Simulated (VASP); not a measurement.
# ZnSe (F-43m) in VASP: further runs

Aim: see how the results for ZnSe move with the level of theory and the settings. Levels: LDA, r2SCAN. Tasks: single point.

Everything below comes from runs of VASP 6.6.1. Logs are shortened: lines on timing, memory, paths and dates and some standing lists are left out, and cuts for length are marked.

## Step 1: The cell of the first run

Symmetry: F-43m, No. 216, cubic system. The conventional cell has a = 5.665 Å, b = 5.665 Å, c = 5.665 Å, α = 90.00°, β = 90.00°, γ = 90.00°. Within 3.2 Å of Zn (site symmetry -43m) lie 4 Se at 2.45 Å. Within 3.2 Å of Se (site symmetry -43m) lie 4 Zn at 2.45 Å.

## Step 2: Single point, LDA

Contents of INCAR:

```
  PREC = Accurate
  ENCUT = 520
  EDIFF = 1E-6
  ISMEAR = 0
  SIGMA = 0.01
  LREAL = F
  LASPH = T
  NELM = 60
  ALGO = Normal
  ISIF = 2
  LWAVE = F
  LCHARG = F
  NBANDS = 16
```

Contents of KPOINTS:

```
Automatic mesh
0
Gamma
  6 6 6
```

Contents of POSCAR:

```
ZnSe
1.0
    0.0000000000      2.8324206848      2.8324206848
    2.8324206848      0.0000000000      2.8324206848
    2.8324206848      2.8324206848      0.0000000000
Zn Se
1 1
Direct
    0.0000000000      0.0000000000      0.0000000000
    0.2500000000      0.2500000000      0.2500000000
```

Potentials or basis: VASP PAW LDA potentials, release 64 (Zn, Se).

Run with:

```
> cat potpaw_LDA.64/Zn/POTCAR potpaw_LDA.64/Se/POTCAR > POTCAR
> mpirun -np 1 vasp_std > vasp.out
```

OUTCAR:

```text
PREC = Accurate
   ENCUT = 520
   EDIFF = 1E-6
   ISMEAR = 0
   LREAL = F
   LASPH = T
   NELM = 60
   ISIF = 2

 ion  position               nearest neighbor table
   1  0.000  0.000  0.000-   2 2.45   2 2.45   2 2.45   2 2.45
   2  0.250  0.250  0.250-   1 2.45   1 2.45   1 2.45   1 2.45

  LATTYP: Found a face centered cubic cell.
 ALAT       =     5.6648413696

  Lattice vectors:

 A1 = (   0.0000000000,   2.8324206848,   2.8324206848)
 A2 = (   2.8324206848,   0.0000000000,   2.8324206848)
 A3 = (   2.8324206848,   2.8324206848,   0.0000000000)

Analysis of symmetry for initial positions (statically):
=====================================================================
 Subroutine PRICEL returns:
 Original cell was already a primitive cell.

 Routine SETGRP: Setting up the symmetry group for a
 face centered cubic supercell.

 Subroutine GETGRP returns: Found 24 space group operations
 (whereof 24 operations were pure point group operations)
 out of a pool of 48 trial point group operations.

The static configuration has the point symmetry T_d .

Analysis of symmetry for dynamics (positions and initial velocities):
=====================================================================
 Subroutine PRICEL returns:
 Original cell was already a primitive cell.

 Routine SETGRP: Setting up the symmetry group for a
 face centered cubic supercell.

 Subroutine GETGRP returns: Found 24 space group operations
 (whereof 24 operations were pure point group operations)
 out of a pool of 48 trial point group operations.

The dynamic configuration has the point symmetry T_d .

 Subroutine INISYM returns: Found 24 space group operations
 (whereof 24 operations are pure point group operations),
 and found     1 'primitive' translations

----------------------------------------------------------------------------------------

                                     Primitive cell

  volume of cell :      45.4468

  direct lattice vectors                    reciprocal lattice vectors
     0.000000000  2.832420685  2.832420685    -0.176527450  0.176527450  0.176527450
     2.832420685  0.000000000  2.832420685     0.176527450 -0.176527450  0.176527450
     2.832420685  2.832420685  0.000000000     0.176527450  0.176527450 -0.176527450

  length of vectors
     4.005647747  4.005647747  4.005647747     0.305754512  0.305754512  0.305754512

  position of ions in fractional coordinates (direct lattice)
     0.000000000  0.000000000  0.000000000
     0.250000000  0.250000000  0.250000000

  ion indices of the primitive-cell ions
   primitive index   ion index
                 1           1
                 2           2

----------------------------------------------------------------------------------------

 KPOINTS: Automatic mesh

Automatic generation of k-mesh.
 Grid dimensions read from file:
 generate k-points for:    6    6    6

 Generating k-lattice:

  Cartesian coordinates                     Fractional coordinates (reciprocal lattice)
    -0.029421242  0.029421242  0.029421242     0.166666667  0.000000000  0.000000000
     0.029421242 -0.029421242  0.029421242     0.000000000  0.166666667  0.000000000
     0.029421242  0.029421242 -0.029421242     0.000000000  0.000000000  0.166666667

  Length of vectors
     0.050959085  0.050959085  0.050959085

  Shift w.r.t. Gamma in fractional coordinates (k-lattice)
     0.000000000  0.000000000  0.000000000

 Subroutine IBZKPT returns following result:
 ===========================================

 Found     16 irreducible k-points:

 Following reciprocal coordinates:
            Coordinates               Weight
  0.000000  0.000000  0.000000      1.000000
  0.166667  0.000000  0.000000      8.000000
  0.333333  0.000000  0.000000      8.000000
  0.500000  0.000000  0.000000      4.000000
  0.166667  0.166667  0.000000      6.000000
  0.333333  0.166667  0.000000     24.000000
[... 8 lines left out ...]
 -0.333333  0.333333  0.166667     24.000000
 -0.333333  0.500000  0.166667     12.000000
   k-points           NKPTS =     16   k-points in BZ     NKDIM =     16   number of bands    NBANDS=     16
   number of dos      NEDOS =    301   number of ions     NIONS =      2
   total plane-waves  NPLWV =  27000
   dimension x,y,z NGX =    30 NGY =   30 NGZ =   30
   dimension x,y,z NGXF=    60 NGYF=   60 NGZF=   60
   ions per type =               1   1
   NGX,Y,Z   is equivalent  to a cutoff of  12.45, 12.45, 12.45 a.u.
   NGXF,Y,Z  is equivalent  to a cutoff of  24.90, 24.90, 24.90 a.u.
 SYSTEM =  unknown system
   PREC   = accura    normal or accurate (medium, high low for compatibility)
   ISTART =      0    job   : 0-new  1-cont  2-samecut
   ICHARG =      2    charge: 1-file 2-atom 10-const
   ISPIN  =      1    spin polarized calculation?
   LNONCOLLINEAR =      F non collinear calculations
   LSORBIT =      F    spin-orbit coupling
   LASPH  =      T    aspherical Exc in radial PAW
   ENCUT  =  520.0 eV  38.22 Ry    6.18 a.u.   7.45  7.45  7.45*2*pi/ulx,y,z
   NELM   =     60;   NELMIN=  2; NELMDL= -5     # of ELM steps
   EDIFF  = 0.1E-05   stopping-criterion for ELM
   LREAL  =      F    real-space projection
   EDIFFG = 0.1E-04   stopping-criterion for IOM
   NSW    =      0    number of steps for IOM
   IBRION =     -1    ionic relax: 0-MD 1-quasi-New 2-CG
   NFREE  =      0    steps in history (QN), initial steepest desc. (CG)
   ISIF   =      2    stress and relaxation
   ISYM   =      2    0-nonsym 1-usesym 2-fastsym
   POTIM  = 0.5000    time-step for ionic-motion
   TEBEG  =    0.0;   TEEND  =   0.0 temperature during run
   PSTRESS=    0.0 pullay stress
   NELECT =      18.0000    total number of electrons
   NUPDOWN=      -1.0000    fix difference up-down
   EMIN   =  10.00;   EMAX   =-10.00  energy-range for DOS
   EFERMI =   0.00;   METHOD = LEGACY
   ISMEAR =     0;   SIGMA  =   0.01  broadening in eV -4-tet -1-fermi 0-gaus
   EFERMI_NEDOS =   21; number of points for ismear=-14 and -15
   IALGO  =     38    algorithm
   IMIX   =      4    mixing-type and parameters
     AMIX     =   0.40;   BMIX     =  1.00
     AMIX_MAG =   1.60;   BMIX_MAG =  1.00
  volume/ion in A,a.u.               =      22.72       153.35
  Fermi-wavevector in a.u.,A,eV,Ry     =   1.202259  2.271939 19.666213  1.445426
  Thomas-Fermi vector in A             =   2.338045
   LORBIT       =      0    0 simple, 1 ext, 2 COOP (PROOUT), +10 PAW based schemes
   GGA     = CA    functional components
   LHFCALC =     F    Hartree Fock is set to
   AEXX    =    0.0000 exact exchange contribution
   IVDW    =     0    specifies the selected vdW correction
   LEPSILON=     F    determine dielectric tensor
   LRPA    =     F    only Hartree local field effects (RPA)
 non-spin polarized calculation
 Gauss-broadening in eV      SIGMA  =   0.01
  energy-cutoff  :      520.00
  volume of cell :       45.45
 maximum number of plane-waves:      1243
 NGX is ok and might be reduce to    30
   NGX = 15   NGY = 15   NGZ = 15

 number of electron      18.0000010 magnetization

 Free energy of the ion-electron system (eV)
  ---------------------------------------------------
  ext. energy  EPLUGINS =         0.00000000
  ---------------------------------------------------
  free energy    TOTEN  =        -7.34561219 eV

  energy without entropy =       -7.34561219  energy(sigma->0) =       -7.34561219

 E-fermi :   1.5727     XC(G=0):  -9.7044

 val. band max:        1.5242610778   @ k =   0.0000   0.0000   0.0000
 cond. band min:       2.5962648348   @ k =   0.0000   0.0000   0.0000
 fundamental gap:      1.0720037570
 Fermi energy:         1.5726524877

 k-point     1 :       0.0000    0.0000    0.0000
  band No.  band energies     occupation
      1     -11.7744      2.00000
      2      -5.1616      2.00000
      3      -5.1616      2.00000
      4      -5.1616      2.00000
      5      -4.8015      2.00000
      6      -4.8015      2.00000
[... 8 lines left out ...]
     15      12.9997      0.00000
     16      12.9997      0.00000

 k-point     2 :       0.1667    0.0000    0.0000
  band No.  band energies     occupation
      1     -11.5984      2.00000
      2      -5.1449      2.00000
      3      -5.1354      2.00000
      4      -5.1354      2.00000
      5      -4.8033      2.00000
      6      -4.8033      2.00000
[... 8 lines left out ...]
     15      11.9316      0.00000
     16      12.2909      0.00000

 k-point     3 :       0.3333    0.0000    0.0000
  band No.  band energies     occupation
      1     -11.2030      2.00000
      2      -5.0917      2.00000
      3      -5.0917      2.00000
      4      -4.9896      2.00000
      5      -4.7953      2.00000
      6      -4.7953      2.00000
[... 8 lines left out ...]
     15      12.5133      0.00000
     16      12.5133      0.00000

 k-point     4 :       0.5000    0.0000    0.0000
  band No.  band energies     occupation
      1     -10.9771      2.00000
      2      -5.0760      2.00000
      3      -5.0760      2.00000
      4      -4.7834      2.00000
      5      -4.7834      2.00000
      6      -4.6409      2.00000
[... 8 lines left out ...]
     15      14.5753      0.00000
     16      14.5753      0.00000
[... 172 lines left out ...]
 k-point    14 :       0.5000    0.3333    0.1667
  band No.  band energies     occupation
      1     -10.9287      2.00000
      2      -5.0687      2.00000
      3      -5.0267      2.00000
      4      -4.9258      2.00000
      5      -4.7855      2.00000
      6      -4.7317      2.00000
[... 8 lines left out ...]
     15      14.2740      0.00000
     16      15.7591      0.00000

 k-point    15 :      -0.3333    0.3333    0.1667
  band No.  band energies     occupation
      1     -10.7745      2.00000
      2      -5.0507      2.00000
      3      -4.9979      2.00000
      4      -4.8375      2.00000
      5      -4.8068      2.00000
      6      -4.5533      2.00000
[... 8 lines left out ...]
     15      14.4460      0.00000
     16      15.5048      0.00000

 k-point    16 :      -0.3333    0.5000    0.1667
  band No.  band energies     occupation
      1     -10.7031      2.00000
      2      -5.0641      2.00000
      3      -4.9516      2.00000
      4      -4.8788      2.00000
      5      -4.7872      2.00000
      6      -4.5266      2.00000
[... 8 lines left out ...]
     15      15.2477      0.00000
     16      15.5565      0.00000

------------------------ aborting loop because EDIFF is reached ----------------------------------------

  FORCE on cell =-STRESS in cart. coord.  units (eV):
  Direction    XX          YY          ZZ          XY          YZ          ZX
  --------------------------------------------------------------------------------------
  -------------------------------------------------------------------------------------
  Total       -0.8470017     -0.8470017     -0.8470017      0.0000000      0.0000000      0.0000000
  in kB      -29.8601234    -29.8601234    -29.8601234      0.0000000      0.0000000      0.0000000
  external PRESSURE =     -29.8601234 kB  Pullay stress =       0.0000000 kB

 VOLUME and BASIS-vectors are now :
 -----------------------------------------------------------------------------
  energy-cutoff  :      520.00
  volume of cell :       45.45
      direct lattice vectors                 reciprocal lattice vectors
     0.000000000  2.832420685  2.832420685    -0.176527450  0.176527450  0.176527450
     2.832420685  0.000000000  2.832420685     0.176527450 -0.176527450  0.176527450
     2.832420685  2.832420685  0.000000000     0.176527450  0.176527450 -0.176527450

 POSITION                                       TOTAL-FORCE (eV/Angst)
 -----------------------------------------------------------------------------------
      0.00000      0.00000      0.00000        -0.000000     -0.000000     -0.000000
      1.41621      1.41621      1.41621         0.000000      0.000000      0.000000
 -----------------------------------------------------------------------------------
    total drift:                               -0.000001     -0.000001     -0.000001

  FREE ENERGIE OF THE ION-ELECTRON SYSTEM (eV)
  ---------------------------------------------------
  free  energy   TOTEN  =        -7.3456121908 eV

  energy  without entropy=       -7.3456121908  energy(sigma->0) =       -7.34561219
```

Wall time 5.8 s (1 thread of AMD EPYC 9R45 (Zen 5), shared host); peak memory 0.12 GiB.

Results:

```yaml
Free_energy: -7.3456 eV
Pressure: -3.0 GPa
Band_gap_on_the_k_mesh: 1.07 eV, direct
```

Levels at points of the mesh, in eV from the valence-band top:
| k point | band 5 | band 6 | band 7 | band 8 | band 9 | band 10 | band 11 | band 12 | band 13 | band 14 |
| --- | --- | --- | --- | --- | --- | --- | --- | --- | --- | --- |
| (0.00, 0.00, 0.00) | -6.33 | -6.33 | 0.00 | 0.00 | 0.00 | 1.07 | 5.70 | 5.70 | 5.70 | 9.65 |
| (0.50, 0.00, 0.00) | -6.31 | -6.17 | -5.30 | -0.88 | -0.88 | 2.37 | 6.28 | 6.28 | 8.35 | 10.73 |
| (0.50, 0.50, 0.00) | -6.28 | -6.14 | -4.84 | -2.21 | -2.21 | 2.80 | 3.32 | 10.53 | 11.09 | 11.09 |

Expect the measured gap to be larger: semilocal functionals such as LDA lack the derivative discontinuity.

[end of part 1 of 2]
